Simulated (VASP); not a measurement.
A run of VASP 6.6.1 is set up as follows.

Contents of POSCAR:

```
NaF
1.0
    3.1454556132      0.0000000000      0.0000000000
   -1.5727278066      2.7240444675      0.0000000000
    0.0000000000      0.0000000000      5.5113884844
Na F
2 2
Direct
    0.0000000000      0.0000000000      0.0000000000
    0.0000000000      0.0000000000      0.5000000000
    0.3333333333      0.6666666667      0.2500000000
    0.6666666667      0.3333333333      0.7500000000
```

Contents of INCAR.step1:

```
ALGO     = Normal         # electronic algorithm
EDIFF    = 1E-4           # SCF threshold, eV
ENCUT    = 520            # plane-wave cutoff, eV
GGA      = PE             # functional
ISMEAR   = 0              # smearing method
LASPH    = True           # aspherical terms in the spheres
LCHARG   = False          # write CHGCAR
LREAL    = False          # projectors in reciprocal space
LWAVE    = True           # write WAVECAR
NBANDS   = 22             # bands
NELM     = 80             # most SCF steps
PREC     = Accurate       # precision mode
SIGMA    = 0.01           # smearing width, eV
```

The input INCAR.step2:

```
ALGO     = Normal         # electronic algorithm
EDIFF    = 1E-6           # SCF threshold, eV
ENCUT    = 520            # plane-wave cutoff, eV
ISIF     = 2              # what is computed and relaxed
ISMEAR   = 0              # smearing method
ISTART   = 1            
LASPH    = True           # aspherical terms in the spheres
LCHARG   = True           # write CHGCAR
LELF     = True           # ELF
LMIXTAU  = True         
LREAL    = False          # projectors in reciprocal space
LVHAR    = True         
LWAVE    = False          # write WAVECAR
METAGGA  = R2SCAN         # meta-GGA
NBANDS   = 22             # bands
NELM     = 80             # most SCF steps
PREC     = Accurate       # precision mode
SIGMA    = 0.01           # smearing width, eV
```

File KPOINTS:

```
k-points
0
Gamma
  9 9 4
```

Potentials or basis: VASP PAW PBE potentials, release 64 (Na_pv, F).

Launch:

```bash
$ cat potpaw_PBE.64/Na_pv/POTCAR potpaw_PBE.64/F/POTCAR > POTCAR
$ cp INCAR.step1 INCAR
$ mpirun -np 1 vasp_std > vasp.out
$ cp INCAR.step2 INCAR
$ mpirun -np 1 vasp_std > vasp.out
```

**Question.** Predict the band gap on the k mesh.

**Answer.** 7.39 eV.

**Question.** What does it give for the pressure?

**Answer.** 1.1 GPa.

Caveat: the PAW data sets were made with another functional, which shifts forces and pressure a little. A k mesh can miss the band edges.
